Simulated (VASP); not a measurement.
# AgB (P-6m2) in VASP: a series of runs

AgB is run at these levels: PBE; tasks: single point, relaxation of cell and atoms.

Program: VASP 6.6.1. These are calculated values, not measurements. Logs are shortened: lines on timing, memory, paths and dates and some standing lists are left out, and cuts for length are marked.

**1. The cell of the first run**

The structure is hexagonal, space group P-6m2 (No. 187). Conventional cell: a = 3.206 Å, b = 3.206 Å, c = 2.888 Å, α = 90.00°, β = 90.00°, γ = 120.00°. Within 3.1 Å of Ag (site symmetry -6m2) lie 6 B at 2.35 Å and 2 Ag at 2.89 Å. B (site symmetry -6m2) has 6 Ag at 2.35 Å and 2 B at 2.89 Å within 3.1 Å.

**2. Single point, PBE**

The input, INCAR:

```
PREC = Accurate
ENCUT = 520
EDIFF = 1E-6
ISMEAR = 0
SIGMA = 0.1
LREAL = F
LASPH = T
NELM = 80
ALGO = Normal
ISIF = 2
LWAVE = F
LCHARG = F
GGA = PE
NBANDS = 14
```

The input, KPOINTS:

```
regular mesh
0
Gamma
  6 6 4
```

The input, POSCAR:

```
AgB
1.0
    3.2057888161     -0.0000000035      0.0000000000
   -1.6028944050      2.7762945557      0.0000000000
    0.0000000000      0.0000000000      2.8879727079
Ag B
1 1
Direct
    0.3333333333      0.6666666667      0.5000000000
    0.0000000000      0.0000000000      0.0000000000
```

Potentials or basis: VASP PAW PBE potentials, release 64 (Ag, B).

On the command line:

```
cat potpaw_PBE.64/Ag/POTCAR potpaw_PBE.64/B/POTCAR > POTCAR
mpirun -np 1 vasp_std > vasp.out
```

OUTCAR:

```text
PREC = Accurate
   ENCUT = 520
   EDIFF = 1E-6
   ISMEAR = 0
   LREAL = F
   LASPH = T
   NELM = 80
   ISIF = 2
   GGA = PE

 ion  position               nearest neighbor table
   1  0.333  0.667  0.500-   2 2.35   2 2.35   2 2.35   2 2.35   2 2.35   2 2.35
   2  0.000  0.000  0.000-   1 2.35   1 2.35   1 2.35   1 2.35   1 2.35   1 2.35

  LATTYP: Found a hexagonal cell.
 ALAT       =     3.2057888161
 C/A-ratio  =     0.9008618077

  Lattice vectors:

 A1 = (   3.2057888161,  -0.0000000035,   0.0000000000)
 A2 = (  -1.6028944050,   2.7762945557,   0.0000000000)
 A3 = (   0.0000000000,   0.0000000000,   2.8879727079)

Analysis of symmetry for initial positions (statically):
=====================================================================
 Subroutine PRICEL returns:
 Original cell was already a primitive cell.

 Routine SETGRP: Setting up the symmetry group for a
 hexagonal supercell.

 Subroutine GETGRP returns: Found 12 space group operations
 (whereof 12 operations were pure point group operations)
 out of a pool of 24 trial point group operations.

The static configuration has the point symmetry D_3h.

Analysis of symmetry for dynamics (positions and initial velocities):
=====================================================================
 Subroutine PRICEL returns:
 Original cell was already a primitive cell.

 Routine SETGRP: Setting up the symmetry group for a
 hexagonal supercell.

 Subroutine GETGRP returns: Found 12 space group operations
 (whereof 12 operations were pure point group operations)
 out of a pool of 24 trial point group operations.

The dynamic configuration has the point symmetry D_3h.

 Subroutine INISYM returns: Found 12 space group operations
 (whereof 12 operations are pure point group operations),
 and found     1 'primitive' translations

----------------------------------------------------------------------------------------

                                     Primitive cell

  volume of cell :      25.7036

  direct lattice vectors                    reciprocal lattice vectors
     3.205788816 -0.000000003  0.000000000     0.311935707  0.180096164  0.000000000
    -1.602894405  2.776294556  0.000000000     0.000000000  0.360192329  0.000000000
     0.000000000  0.000000000  2.887972708     0.000000000  0.000000000  0.346263660

  length of vectors
     3.205788816  3.205788816  2.887972708     0.360192329  0.360192329  0.346263660

  position of ions in fractional coordinates (direct lattice)
     0.333333333  0.666666667  0.500000000
[... 85 lines left out ...]
   NELECT =      14.0000    total number of electrons
   NUPDOWN=      -1.0000    fix difference up-down
   EMIN   =  10.00;   EMAX   =-10.00  energy-range for DOS
   EFERMI =   0.00;   METHOD = LEGACY
   ISMEAR =     0;   SIGMA  =   0.10  broadening in eV -4-tet -1-fermi 0-gaus
   EFERMI_NEDOS =   21; number of points for ismear=-14 and -15
   IALGO  =     38    algorithm
   IMIX   =      4    mixing-type and parameters
     AMIX     =   0.40;   BMIX     =  1.00
     AMIX_MAG =   1.60;   BMIX_MAG =  1.00
  volume/ion in A,a.u.               =      12.85        86.73
  Fermi-wavevector in a.u.,A,eV,Ry     =   1.336964  2.526495 24.320038  1.787472
  Thomas-Fermi vector in A             =   2.465550
   LORBIT       =      0    0 simple, 1 ext, 2 COOP (PROOUT), +10 PAW based schemes
   GGA     = PE    functional components
   LHFCALC =     F    Hartree Fock is set to
   AEXX    =    0.0000 exact exchange contribution
   IVDW    =     0    specifies the selected vdW correction
   LEPSILON=     F    determine dielectric tensor
   LRPA    =     F    only Hartree local field effects (RPA)
 non-spin polarized calculation
 Gauss-broadening in eV      SIGMA  =   0.10
  energy-cutoff  :      520.00
  volume of cell :       25.70
 maximum number of plane-waves:       708
 NGX is ok and might be reduce to    24
   NGX = 11   NGY = 11   NGZ = 11

 number of electron      13.9999999 magnetization

 Free energy of the ion-electron system (eV)
  ---------------------------------------------------
  ext. energy  EPLUGINS =         0.00000000
  ---------------------------------------------------
  free energy    TOTEN  =        -6.93023104 eV

  energy without entropy =       -6.92861824  energy(sigma->0) =       -6.92942464

 E-fermi :   7.9898     XC(G=0): -11.9224

 val. band max:        7.9133299260   @ k =   0.1667   0.1667   0.0000
 cond. band min:       8.2724655190   @ k =   0.5000   0.0000   0.0000
 fundamental gap:      0.3591355931
 Fermi energy:         7.9897591631

 k-point     1 :       0.0000    0.0000    0.0000
  band No.  band energies     occupation
      1      -3.3055      2.00000
      2       1.0308      2.00000
      3       1.7105      2.00000
      4       1.7105      2.00000
      5       2.9586      2.00000
      6       2.9586      2.00000
      7      10.0534      0.00000
      8      11.3349      0.00000
      9      11.3349      0.00000
     10      15.7902      0.00000
     11      19.4690      0.00000
     12      19.4690      0.00000
     13      19.8619      0.00000
     14      24.9579      0.00000
[... 326 lines left out ...]
      1      -0.3780      2.00000
      2       0.3898      2.00000
      3       1.3694      2.00000
      4       2.5664      2.00000
      5       3.5446      2.00000
      6       6.0809      2.00000
      7       7.5238      2.00000
      8       7.8897      1.84298
      9      10.5954      0.00000
     10      12.1883      0.00000
     11      12.7812      0.00000
     12      20.9563      0.00000
     13      21.4460      0.00000
     14      26.4895      0.00000

------------------------ aborting loop because EDIFF is reached ----------------------------------------

  FORCE on cell =-STRESS in cart. coord.  units (eV):
  Direction    XX          YY          ZZ          XY          YZ          ZX
  --------------------------------------------------------------------------------------
  -------------------------------------------------------------------------------------
  Total       -0.0010358     -0.0010358     -0.0196621     -0.0000000      0.0000000      0.0000000
  in kB       -0.0645620     -0.0645620     -1.2255971     -0.0000000      0.0000000      0.0000000
  external PRESSURE =      -0.4515737 kB  Pullay stress =       0.0000000 kB

 VOLUME and BASIS-vectors are now :
 -----------------------------------------------------------------------------
  energy-cutoff  :      520.00
  volume of cell :       25.70
      direct lattice vectors                 reciprocal lattice vectors
     3.205788816 -0.000000003  0.000000000     0.311935707  0.180096164  0.000000000
    -1.602894405  2.776294556  0.000000000     0.000000000  0.360192329  0.000000000
     0.000000000  0.000000000  2.887972708     0.000000000  0.000000000  0.346263660

 POSITION                                       TOTAL-FORCE (eV/Angst)
 -----------------------------------------------------------------------------------
      0.00000      1.85086      1.44399        -0.000000     -0.000000      0.000000
      0.00000      0.00000      0.00000         0.000000      0.000000      0.000000
 -----------------------------------------------------------------------------------
    total drift:                                0.000000     -0.000000     -0.000000

  FREE ENERGIE OF THE ION-ELECTRON SYSTEM (eV)
  ---------------------------------------------------
  free  energy   TOTEN  =        -6.9302310407 eV

  energy  without entropy=       -6.9286182352  energy(sigma->0) =       -6.92942464
```

OSZICAR:

```text
N       E                     dE             d eps       ncg     rms          rms(c)
DAV:   1     0.571471336373E+02    0.57147E+02   -0.74445E+03   588   0.989E+02
DAV:   2    -0.728255588346E+01   -0.64430E+02   -0.60690E+02   750   0.201E+02
DAV:   3    -0.846880736830E+01   -0.11863E+01   -0.11846E+01   642   0.269E+01
DAV:   4    -0.847176820436E+01   -0.29608E-02   -0.29608E-02   684   0.149E+00
DAV:   5    -0.847178973281E+01   -0.21528E-04   -0.21529E-04   654   0.131E-01    0.110E+01
DAV:   6    -0.713427356591E+01    0.13375E+01   -0.11240E+01   624   0.323E+01    0.881E+00
DAV:   7    -0.694749977836E+01    0.18677E+00   -0.74194E-01   588   0.907E+00    0.391E+00
DAV:   8    -0.693389845370E+01    0.13601E-01   -0.42992E-02   642   0.202E+00    0.754E-01
DAV:   9    -0.693022329990E+01    0.36752E-02   -0.11697E-02   648   0.113E+00    0.729E-02
DAV:  10    -0.693023059309E+01   -0.72932E-05   -0.31179E-04   678   0.143E-01    0.261E-02
DAV:  11    -0.693023300412E+01   -0.24110E-05   -0.73762E-06   648   0.213E-02    0.137E-02
DAV:  12    -0.693023120979E+01    0.17943E-05   -0.94208E-07   476   0.825E-03    0.272E-03
DAV:  13    -0.693023104067E+01    0.16912E-06   -0.38446E-07   318   0.549E-03
   1 F= -.69302310E+01 E0= -.69294246E+01  d E =-.161281E-02
```

Run time: 4.8 s. Hardware: 1 thread of Intel Xeon Platinum 8488C (Sapphire Rapids), shared host; peak memory 0.14 GiB.

Results:

```yaml
Free_energy: -6.9302 eV
Pressure: 0.0 GPa
Band_gap_on_the_k_mesh: zero (band 7 reaches 10.05 eV, above the bottom of band 8 at 5.03 eV)
```

Caveat: the k points lie up to 0.54 Å⁻¹ apart.

**3. Relaxation of cell and atoms, PBE**

This run uses another cell than the first one, of 12.35 Å³/atom, 0.961 times its volume.

The input, INCAR:

```
PREC = Accurate
ENCUT = 600
EDIFF = 1E-7
ISMEAR = 0
SIGMA = 0.1
LREAL = F
LASPH = T
NELM = 100
ALGO = Normal
ISIF = 3
LWAVE = F
LCHARG = F
GGA = PE
IBRION = 2
NSW = 90
EDIFFG = -0.04
```

The input, KPOINTS:

```
Automatic mesh
0
Gamma
  6 6 4
```

The input, POSCAR:

```
AgB
1.0
    2.6444087700      0.0000000000      0.0000000000
   -1.3222043800      2.2901251700      0.0000000000
    0.0000000000      0.0000000000      4.0795123300
Ag B
1 1
Direct
    0.3333333300      0.6666666700      0.5000000000
    0.0000000000      0.0000000000      0.0000000000
```

Potentials or basis: VASP PAW PBE potentials, release 64 (Ag, B).

On the command line:

```
cat potpaw_PBE.64/Ag/POTCAR potpaw_PBE.64/B/POTCAR > POTCAR
mpirun -np 1 vasp_std > vasp.out
```

OUTCAR:

```text
PREC = Accurate
   ENCUT = 600
   EDIFF = 1E-7
   ISMEAR = 0
   LREAL = F
   LASPH = T
   NELM = 100
   ISIF = 3
   GGA = PE
   IBRION = 2
   NSW = 90
   EDIFFG = -0.04

 ion  position               nearest neighbor table
   1  0.333  0.667  0.500-   2 2.55   2 2.55   2 2.55   2 2.55   2 2.55   2 2.55
   2  0.000  0.000  0.000-   1 2.55   1 2.55   1 2.55   1 2.55   1 2.55   1 2.55

  LATTYP: Found a hexagonal cell.
 ALAT       =     2.6444087700
 C/A-ratio  =     1.5426935413

  Lattice vectors:

 A1 = (   2.6444087700,   0.0000000000,   0.0000000000)
 A2 = (  -1.3222043800,   2.2901251700,   0.0000000000)
 A3 = (   0.0000000000,   0.0000000000,   4.0795123300)

Analysis of symmetry for initial positions (statically):
=====================================================================
 Subroutine PRICEL returns:
 Original cell was already a primitive cell.

 Routine SETGRP: Setting up the symmetry group for a
 hexagonal supercell.

 Subroutine GETGRP returns: Found 12 space group operations
 (whereof 12 operations were pure point group operations)
 out of a pool of 24 trial point group operations.
[... 152 lines left out ...]

 number of electron      13.9999998 magnetization

 Free energy of the ion-electron system (eV)
  ---------------------------------------------------
  ext. energy  EPLUGINS =         0.00000000
  ---------------------------------------------------
  free energy    TOTEN  =        -6.52665928 eV

  energy without entropy =       -6.52291420  energy(sigma->0) =       -6.52478674

------------------------ aborting loop because EDIFF is reached ----------------------------------------

  FORCE on cell =-STRESS in cart. coord.  units (eV):
  Direction    XX          YY          ZZ          XY          YZ          ZX
  --------------------------------------------------------------------------------------
  -------------------------------------------------------------------------------------
  Total        2.5452658      2.5452658     -2.6939915      0.0000000      0.0000000      0.0000000
  in kB      165.0622131    165.0622126   -174.7071769      0.0000004      0.0000000      0.0000000
  external PRESSURE =      51.8057496 kB  Pullay stress =       0.0000000 kB
[... 203 lines left out ...]
--------------------------------------- Ionic step        7  -------------------------------------------

 number of electron      13.9999998 magnetization

 Free energy of the ion-electron system (eV)
  ---------------------------------------------------
  ext. energy  EPLUGINS =         0.00000000
  ---------------------------------------------------
  free energy    TOTEN  =        -6.90994252 eV

  energy without entropy =       -6.90646717  energy(sigma->0) =       -6.90820485

 E-fermi :   8.3644     XC(G=0): -12.1676

 val. band max:        8.3358995943   @ k =   0.3333   0.0000   0.0000
 cond. band min:       8.7850423534   @ k =   0.3333   0.1667   0.5000
 fundamental gap:      0.4491427591
 Fermi energy:         8.3643722771

 k-point     1 :       0.0000    0.0000    0.0000
  band No.  band energies     occupation
      1      -3.0733      2.00000
      2       1.3981      2.00000
      3       2.4923      2.00000
      4       2.4923      2.00000
      5       3.5793      2.00000
      6       3.5793      2.00000
      7       6.9048      2.00000
      8      13.4096      0.00000
      9      13.4096      0.00000
     10      13.8737      0.00000
     11      20.8563      0.00000
[... 307 lines left out ...]
  FREE ENERGIE OF THE ION-ELECTRON SYSTEM (eV)
  ---------------------------------------------------
  free  energy   TOTEN  =        -6.9099425230 eV

  energy  without entropy=       -6.9064671694  energy(sigma->0) =       -6.90820485

 reached required accuracy - stopping structural energy minimisation
```

It took 27 s on 1 thread of Intel Xeon Platinum 8488C (Sapphire Rapids), shared host; peak memory 0.16 GiB.

Results:

| Property | Result |
| --- | --- |
| Free energy | -6.9099 eV |
| Relaxed volume | 12.43 Å³/atom |
| Relaxed cell | a = 2.866 Å, b = 2.866 Å, c = 3.495 Å, α = 90.00°, β = 90.00°, γ = 120.00° |
| Space group after relaxing (to 0.05 Å) | P-6m2 (No. 187) |
| Energy gained by relaxing | 191.6 meV/atom |
| Ionic steps | 7 |
| Pressure after relaxing | 0.2 GPa |
| Band gap on the k mesh | zero (band 7 reaches 9.69 eV, above the bottom of band 8 at 7.15 eV) |

Stress tensor (GPa, compression positive):
```
 0.47  0.00  0.00
 0.00  0.47  0.00
 0.00  0.00 -0.42
```

The path:
| step | energy change (eV) | largest force (eV/Å) | pressure (GPa) | volume (Å³) |
| --- | --- | --- | --- | --- |
| 1 | 0.0000 | 0.0000 | 5.18 | 24.71 |
| 2 | -0.2911 | 0.0000 | -4.97 | 26.02 |
| 3 | -0.3225 | 0.0000 | -7.32 | 26.50 |
| 4 | -0.3791 | 0.0000 | 2.88 | 24.39 |
| 5 | -0.3820 | 0.0000 | 1.01 | 24.72 |
| 6 | -0.3821 | 0.0000 | 0.65 | 24.79 |
| 7 | -0.3833 | 0.0000 | 0.17 | 24.87 |

Final structure:
```
CELL_PARAMETERS angstrom
2.86635 0.00000 0.00000
-1.43318 2.48233 0.00000
0.00000 0.00000 3.49478
ATOMIC_POSITIONS crystal
Ag 0.33333 0.66667 0.50000
B 0.00000 0.00000 0.00000
```

Levels at points of the mesh, in eV from the Fermi level:
| k point | band 3 | band 4 | band 5 | band 6 | band 7 | band 8 | band 9 | band 10 | band 11 |
| --- | --- | --- | --- | --- | --- | --- | --- | --- | --- |
| (0.00, 0.00, 0.00) | -5.87 | -5.87 | -4.79 | -4.79 | -1.46 | 5.05 | 5.05 | 5.51 | 12.49 |
| (0.50, 0.00, 0.00) | -6.66 | -5.66 | -5.10 | -4.01 | -1.67 | 2.27 | 3.30 | 6.85 | 10.39 |
| (0.00, 0.00, 0.50) | -5.75 | -5.75 | -5.07 | -5.07 | -4.97 | 5.08 | 5.08 | 9.82 | 14.62 |
| (0.50, 0.00, 0.50) | -5.68 | -4.69 | -4.02 | -3.99 | -1.94 | -0.04 | 3.35 | 4.47 | 10.40 |

Caveat: the k points lie up to 0.45 Å⁻¹ apart in the final cell.

(Part 1 of 2 ends here.)
